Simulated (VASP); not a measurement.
# SnO (Pm) in VASP: single point with r2SCAN

Aim: the single point of SnO with r2SCAN.

Program: VASP 6.6.1. These are calculated values, not measurements. Logs are shortened: lines on timing, memory, paths and dates and some standing lists are left out, and cuts for length are marked.

## Step 1: The cell of the first run

The structure is monoclinic, space group Pm (No. 6). Conventional cell: a = 3.802 Å, b = 3.802 Å, c = 4.836 Å, α = 90.00°, β = 90.00°, γ = 90.00°. Within 2.8 Å of Sn (site symmetry m) lie 4 O at 2.15 to 2.26 Å. Sn (site symmetry m) has 4 O at 2.19 to 2.30 Å within 2.9 Å. Within 2.8 Å of O (site symmetry m) lie 4 Sn at 2.15 to 2.26 Å and 4 O at 2.69 Å. O (site symmetry m) has 4 Sn at 2.19 to 2.30 Å and 4 O at 2.69 Å within 2.9 Å.

## Step 2: Single point, r2SCAN

POSCAR reads:

```
SnO
1.0
    3.8020000000      0.0000000000      0.0000000000
    0.0000000000      3.8020000000      0.0000000000
    0.0000000000      0.0000000000      4.8360000000
Sn O
2 2
Direct
    0.0000000000      0.4831349500      0.2304553712
    0.5000000000     -0.0168650500      0.7534553712
    0.0000000000      0.0000000000      0.0000000000
    0.5000000000      0.5000000000      0.0000000000
```

INCAR.step1 reads:

```
  PREC = Accurate
  ENCUT = 520
  ISMEAR = 0
  SIGMA = 0.03
  LREAL = F
  LASPH = T
  NELM = 100
  NBANDS = 28
  GGA = PE
  ALGO = Normal
  EDIFF = 1E-4
  LWAVE = T
  LCHARG = F
```

INCAR.step2 reads:

```
  PREC = Accurate
  ENCUT = 520
  EDIFF = 1E-6
  ISMEAR = 0
  SIGMA = 0.03
  LREAL = F
  LASPH = T
  NELM = 100
  ALGO = Normal
  ISIF = 2
  LWAVE = F
  LCHARG = F
  METAGGA = R2SCAN
  LMIXTAU = T
  NBANDS = 28
  ISTART = 1
```

KPOINTS reads:

```
Automatic mesh
0
Gamma
  10 10 8
```

Potentials or basis: VASP PAW PBE potentials, release 64 (Sn_d, O).

Started as:

```bash
cat potpaw_PBE.64/Sn_d/POTCAR potpaw_PBE.64/O/POTCAR > POTCAR
cp INCAR.step1 INCAR
mpirun -np 1 vasp_std > vasp.out
cp INCAR.step2 INCAR
mpirun -np 1 vasp_std > vasp.out
```

OUTCAR:

```text
PREC = Accurate
   ENCUT = 520
   EDIFF = 1E-6
   ISMEAR = 0
   LREAL = F
   LASPH = T
   NELM = 100
   ISIF = 2
   METAGGA = R2SCAN
   ISTART = 1

 ion  position               nearest neighbor table
   1  0.000  0.483  0.230-   3 2.15   4 2.20   4 2.20   3 2.26   2 3.54   2 3.54   2 3.54   2 3.54
                             2 3.69   2 3.69   2 3.69   2 3.69
   2  0.500  0.983  0.753-   4 2.19   3 2.24   3 2.24   4 2.30   1 3.54   1 3.54   1 3.54   1 3.54
                             1 3.69   1 3.69   1 3.69   1 3.69
   3  0.000  0.000  0.000-   1 2.15   2 2.24   2 2.24   1 2.26
   4  0.500  0.500  0.000-   2 2.19   1 2.20   1 2.20   2 2.30

  LATTYP: Found a simple tetragonal cell.
 ALAT       =     3.8020000000
 C/A-ratio  =     1.2719621252

  Lattice vectors:

 A1 = (   3.8020000000,   0.0000000000,   0.0000000000)
 A2 = (   0.0000000000,   3.8020000000,   0.0000000000)
 A3 = (   0.0000000000,   0.0000000000,   4.8360000000)

Analysis of symmetry for initial positions (statically):
=====================================================================
 Subroutine PRICEL returns:
 Original cell was already a primitive cell.

 Routine SETGRP: Setting up the symmetry group for a
 simple tetragonal supercell.

 Subroutine GETGRP returns: Found  2 space group operations
 (whereof  2 operations were pure point group operations)
 out of a pool of 16 trial point group operations.

The static configuration has the point symmetry C_1h.

Analysis of symmetry for dynamics (positions and initial velocities):
=====================================================================
 Subroutine PRICEL returns:
 Original cell was already a primitive cell.

 Routine SETGRP: Setting up the symmetry group for a
 simple tetragonal supercell.

 Subroutine GETGRP returns: Found  2 space group operations
 (whereof  2 operations were pure point group operations)
 out of a pool of 16 trial point group operations.

The dynamic configuration has the point symmetry C_1h.

 Subroutine INISYM returns: Found  2 space group operations
 (whereof  2 operations are pure point group operations),
 and found     1 'primitive' translations

----------------------------------------------------------------------------------------

                                     Primitive cell

  volume of cell :      69.9054

  direct lattice vectors                    reciprocal lattice vectors
     3.802000000  0.000000000  0.000000000     0.263019463  0.000000000  0.000000000
     0.000000000  3.802000000  0.000000000     0.000000000  0.263019463  0.000000000
     0.000000000  0.000000000  4.836000000     0.000000000  0.000000000  0.206782465

  length of vectors
     3.802000000  3.802000000  4.836000000     0.263019463  0.263019463  0.206782465

  position of ions in fractional coordinates (direct lattice)
     0.000000000  0.483134950  0.230455371
     0.500000000  0.983134950  0.753455371
     0.000000000  0.000000000  0.000000000
     0.500000000  0.500000000  0.000000000

  ion indices of the primitive-cell ions
   primitive index   ion index
                 1           1
                 2           2
                 3           3
                 4           4

----------------------------------------------------------------------------------------

 KPOINTS: Automatic mesh

Automatic generation of k-mesh.
 Grid dimensions read from file:
 generate k-points for:   10   10    8

 Generating k-lattice:

  Cartesian coordinates                     Fractional coordinates (reciprocal lattice)
     0.026301946  0.000000000  0.000000000     0.100000000  0.000000000  0.000000000
     0.000000000  0.026301946  0.000000000     0.000000000  0.100000000  0.000000000
     0.000000000  0.000000000  0.025847808     0.000000000  0.000000000  0.125000000

  Length of vectors
     0.026301946  0.026301946  0.025847808

  Shift w.r.t. Gamma in fractional coordinates (k-lattice)
     0.000000000  0.000000000  0.000000000

 Subroutine IBZKPT returns following result:
 ===========================================

 Found    252 irreducible k-points:

 Following reciprocal coordinates:
            Coordinates               Weight
  0.000000  0.000000  0.000000      1.000000
  0.100000  0.000000  0.000000      2.000000
  0.000000  0.100000  0.000000      2.000000
  0.200000  0.000000  0.000000      2.000000
  0.000000  0.200000  0.000000      2.000000
  0.300000  0.000000  0.000000      2.000000
[... 16 lines left out ...]
 -0.200000  0.300000  0.000000      4.000000
  0.400000  0.200000  0.000000      4.000000
 [... further k-points ...]
   k-points           NKPTS =    252   k-points in BZ     NKDIM =    252   number of bands    NBANDS=     28
   number of dos      NEDOS =    301   number of ions     NIONS =      4
   total plane-waves  NPLWV =  28224
   dimension x,y,z NGX =    28 NGY =   28 NGZ =   36
   dimension x,y,z NGXF=    56 NGYF=   56 NGZF=   72
   ions per type =               2   2
   NGX,Y,Z   is equivalent  to a cutoff of  12.24, 12.24, 12.38 a.u.
   NGXF,Y,Z  is equivalent  to a cutoff of  24.49, 24.49, 24.75 a.u.
 SYSTEM =  unknown system
   PREC   = accura    normal or accurate (medium, high low for compatibility)
   ISTART =      1    job   : 0-new  1-cont  2-samecut
   ICHARG =      0    charge: 1-file 2-atom 10-const
   ISPIN  =      1    spin polarized calculation?
   LNONCOLLINEAR =      F non collinear calculations
   LSORBIT =      F    spin-orbit coupling
   LASPH  =      T    aspherical Exc in radial PAW
   ENCUT  =  520.0 eV  38.22 Ry    6.18 a.u.   7.07  7.07  8.99*2*pi/ulx,y,z
   NELM   =    100;   NELMIN=  2; NELMDL=  0     # of ELM steps
   EDIFF  = 0.1E-05   stopping-criterion for ELM
   LREAL  =      F    real-space projection
   EDIFFG = 0.1E-04   stopping-criterion for IOM
   NSW    =      0    number of steps for IOM
   IBRION =     -1    ionic relax: 0-MD 1-quasi-New 2-CG
   NFREE  =      0    steps in history (QN), initial steepest desc. (CG)
   ISIF   =      2    stress and relaxation
   ISYM   =      2    0-nonsym 1-usesym 2-fastsym
   POTIM  = 0.5000    time-step for ionic-motion
   TEBEG  =    0.0;   TEEND  =   0.0 temperature during run
   PSTRESS=    0.0 pullay stress
   NELECT =      40.0000    total number of electrons
   NUPDOWN=      -1.0000    fix difference up-down
   EMIN   =  10.00;   EMAX   =-10.00  energy-range for DOS
   EFERMI =   0.00;   METHOD = LEGACY
   ISMEAR =     0;   SIGMA  =   0.03  broadening in eV -4-tet -1-fermi 0-gaus
   EFERMI_NEDOS =   21; number of points for ismear=-14 and -15
   IALGO  =     38    algorithm
   IMIX   =      4    mixing-type and parameters
     AMIX     =   0.40;   BMIX     =  1.00
     AMIX_MAG =   1.60;   BMIX_MAG =  1.00
  volume/ion in A,a.u.               =      17.48       117.94
  Fermi-wavevector in a.u.,A,eV,Ry     =   1.359121  2.568365 25.132801  1.847209
  Thomas-Fermi vector in A             =   2.485896
   LORBIT       =      0    0 simple, 1 ext, 2 COOP (PROOUT), +10 PAW based schemes
   METAGGA = R2SCAN    functional components
   LHFCALC =     F    Hartree Fock is set to
   AEXX    =    0.0000 exact exchange contribution
   IVDW    =     0    specifies the selected vdW correction
   LEPSILON=     F    determine dielectric tensor
   LRPA    =     F    only Hartree local field effects (RPA)
 non-spin polarized calculation
 Gauss-broadening in eV      SIGMA  =   0.03
  energy-cutoff  :      520.00
  volume of cell :       69.91
 maximum number of plane-waves:      1904
   NGX = 15   NGY = 15   NGZ = 17

 number of electron      39.9999989 magnetization

 Free energy of the ion-electron system (eV)
  ---------------------------------------------------
  ext. energy  EPLUGINS =         0.00000000
  ---------------------------------------------------
  free energy    TOTEN  =       -66.87324576 eV

  energy without entropy =      -66.87324558  energy(sigma->0) =      -66.87324567

 E-fermi :   7.2804     XC(G=0): -10.9505

 val. band max:        7.2099296310   @ k =   0.0000   0.0000   0.0000
 cond. band min:       7.3546460397   @ k =   0.5000   0.5000   0.0000
 fundamental gap:      0.1447164087
 Fermi energy:         7.2804406143

 k-point     1 :       0.0000    0.0000    0.0000
  band No.  band energies     occupation
      1     -15.7866      2.00000
      2     -15.2314      2.00000
      3     -15.2248      2.00000
      4     -15.2205      2.00000
      5     -15.1912      2.00000
      6     -15.1615      2.00000
[... 20 lines left out ...]
     27      14.2129      0.00000
     28      14.8611      0.00000

 k-point     2 :       0.1000    0.0000    0.0000
  band No.  band energies     occupation
      1     -15.7810      2.00000
      2     -15.2472      2.00000
      3     -15.2264      2.00000
      4     -15.2144      2.00000
      5     -15.1936      2.00000
      6     -15.1719      2.00000
[... 20 lines left out ...]
     27      14.4169      0.00000
     28      15.6524      0.00000

 k-point     3 :       0.0000    0.1000    0.0000
  band No.  band energies     occupation
      1     -15.7809      2.00000
      2     -15.2451      2.00000
      3     -15.2230      2.00000
      4     -15.2174      2.00000
      5     -15.1918      2.00000
      6     -15.1775      2.00000
[... 20 lines left out ...]
     27      14.4179      0.00000
     28      15.6582      0.00000

 k-point     4 :       0.2000    0.0000    0.0000
  band No.  band energies     occupation
      1     -15.7647      2.00000
      2     -15.3470      2.00000
      3     -15.2195      2.00000
      4     -15.2046      2.00000
      5     -15.1983      2.00000
      6     -15.1848      2.00000
[... 578 lines left out ...]
     27      15.5501      0.00000
     28      16.3638      0.00000

 k-point    23 :      -0.2000    0.3000    0.0000
  band No.  band energies     occupation
      1     -15.7333      2.00000
      2     -15.5317      2.00000
      3     -15.2345      2.00000
      4     -15.2080      2.00000
      5     -15.1761      2.00000
      6     -15.1502      2.00000
[... 20 lines left out ...]
     27      15.5518      0.00000
     28      16.3601      0.00000

 k-point    24 :       0.4000    0.2000    0.0000
  band No.  band energies     occupation
      1     -15.7085      2.00000
      2     -15.6095      2.00000
      3     -15.2253      2.00000
      4     -15.2119      2.00000
      5     -15.1645      2.00000
      6     -15.1464      2.00000
[... 20 lines left out ...]
     27      15.3880      0.00000
     28      16.0588      0.00000

 [... further k-points ...]

------------------------ aborting loop because EDIFF is reached ----------------------------------------

  FORCE on cell =-STRESS in cart. coord.  units (eV):
  Direction    XX          YY          ZZ          XY          YZ          ZX
  --------------------------------------------------------------------------------------
  -------------------------------------------------------------------------------------
  Total        0.3509714      0.5688564      0.2654943      0.0000000      0.0711326      0.0000000
  in kB        8.0439945     13.0377512      6.0849256      0.0000000      1.6303036      0.0000000
  external PRESSURE =       9.0555571 kB  Pullay stress =       0.0000000 kB

 VOLUME and BASIS-vectors are now :
 -----------------------------------------------------------------------------
  energy-cutoff  :      520.00
  volume of cell :       69.91
      direct lattice vectors                 reciprocal lattice vectors
     3.802000000  0.000000000  0.000000000     0.263019463  0.000000000  0.000000000
     0.000000000  3.802000000  0.000000000     0.000000000  0.263019463  0.000000000
     0.000000000  0.000000000  4.836000000     0.000000000  0.000000000  0.206782465

 POSITION                                       TOTAL-FORCE (eV/Angst)
 -----------------------------------------------------------------------------------
      0.00000      1.83688      1.11448         0.000000      0.289289      0.322912
      1.90100      3.73788      3.64371         0.000000      0.197761      0.272647
      0.00000      0.00000      0.00000         0.000000     -0.295670     -0.340237
      1.90100      1.90100      0.00000         0.000000     -0.191381     -0.255321
 -----------------------------------------------------------------------------------
    total drift:                                0.000000     -0.000762     -0.003271

  FREE ENERGIE OF THE ION-ELECTRON SYSTEM (eV)
  ---------------------------------------------------
  free  energy   TOTEN  =       -66.8732457621 eV

  energy  without entropy=      -66.8732455821  energy(sigma->0) =      -66.87324567
```

It took 20 min on 1 thread of Intel Xeon 8259CL, shared host; peak memory 0.48 GiB.

Results:

```yaml
Free_energy: -66.8732 eV
Pressure: 0.9 GPa
Largest_force: 0.451 eV/Å
Band_gap_on_the_k_mesh: 0.14 eV (least direct gap 2.18 eV)
```

Forces in eV/Å, atoms in the order of the input:
```
Sn   0.000  0.289  0.323
Sn   0.000  0.198  0.273
O    0.000 -0.296 -0.340
O    0.000 -0.191 -0.255
```

Levels at points of the mesh, in eV from the valence-band top:
```csv
k point,band 16,band 17,band 18,band 19,band 20,band 21,band 22,band 23,band 24,band 25
"(0.00, 0.00, 0.00)",-6.70,-3.94,-3.58,-3.55,0.00,2.43,4.45,4.80,4.99,6.09
"(0.50, 0.00, 0.00)",-5.49,-5.25,-5.14,-3.07,-2.95,3.40,3.48,6.00,6.18,6.48
"(0.00, 0.50, 0.00)",-5.42,-5.35,-5.21,-3.07,-2.96,3.42,3.50,6.00,6.30,6.33
"(0.50, 0.50, 0.00)",-5.57,-2.95,-2.87,-2.26,-2.03,0.14,0.14,4.60,4.82,7.71
"(0.00, 0.00, 0.50)",-4.01,-3.60,-3.57,-3.09,-2.57,1.99,3.07,3.08,3.81,8.39
"(0.50, 0.00, 0.50)",-5.85,-5.30,-5.15,-2.14,-1.93,2.71,2.85,5.48,5.77,7.06
"(0.00, 0.50, 0.50)",-5.83,-5.32,-5.17,-2.14,-1.93,2.71,2.84,5.50,5.80,7.02
"(0.50, 0.50, 0.50)",-6.01,-3.06,-2.95,-2.87,-2.82,2.41,2.41,4.40,4.40,5.91
```

Caveat: the cell differs from its parent crystal (all Sn atoms moved +0.075 Å, as atom 1 towards its neighbour atom 3 (O) at 2.224 Å); semilocal functionals underestimate gaps, and a narrow one can read as zero; the PAW data sets were made with another functional, which shifts forces and pressure a little; spin-orbit coupling is left out, which moves the levels of the heavy elements.
